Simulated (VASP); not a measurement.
Here is a VASP 6.6.1 calculation.

The input INCAR:

```
PREC     = Accurate       # precision mode
ENCUT    = 520            # plane-wave cutoff, eV
EDIFF    = 1E-6           # SCF threshold, eV
ISMEAR   = -1             # smearing method
SIGMA    = 0.15           # smearing width, eV
LREAL    = F              # projectors in reciprocal space
LASPH    = T              # aspherical terms in the spheres
NELM     = 100            # most SCF steps
ALGO     = Normal         # electronic algorithm
ISIF     = 2              # what is computed and relaxed
LWAVE    = F              # write WAVECAR
LCHARG   = F              # write CHGCAR
NBANDS   = 24             # bands
```

KPOINTS

```
regular mesh
0
Gamma
  10 10 10
```

POSCAR

```
YB6
1.0
    4.0413626037      0.0000000000      0.0000000000
    0.0000000000      4.0413626037      0.0000000000
    0.0000000000      0.0000000000      4.0413626037
Y B
1 6
Direct
    0.0000000000      0.0000000000      0.0000000000
    0.1990074350      0.5000000000      0.5000000000
    0.5000000000      0.1990074350      0.5000000000
    0.8009925650      0.5000000000      0.5000000000
    0.5000000000      0.8009925650      0.5000000000
    0.5000000000      0.5000000000      0.1990074350
    0.5000000000      0.5000000000      0.8009925650
```

Potentials or basis: VASP PAW LDA potentials, release 64 (Y_sv, B).

The run is started by

```console
$ cat potpaw_LDA.64/Y_sv/POTCAR potpaw_LDA.64/B/POTCAR > POTCAR
$ mpirun -np 1 vasp_std > vasp.out
```

Q: What does it give for the pressure?

A: 0.2 GPa.

Q: Estimate the band gap on the k mesh.

A: Zero (an odd number of electrons rules out a gap without spin polarisation).

Forces on the atoms (eV/Å):
```
Y    0.000  0.000  0.000
B   -0.027  0.000  0.000
B    0.000 -0.027  0.000
B    0.027  0.000  0.000
B    0.000  0.027  0.000
B    0.000  0.000 -0.027
B    0.000  0.000  0.027
```
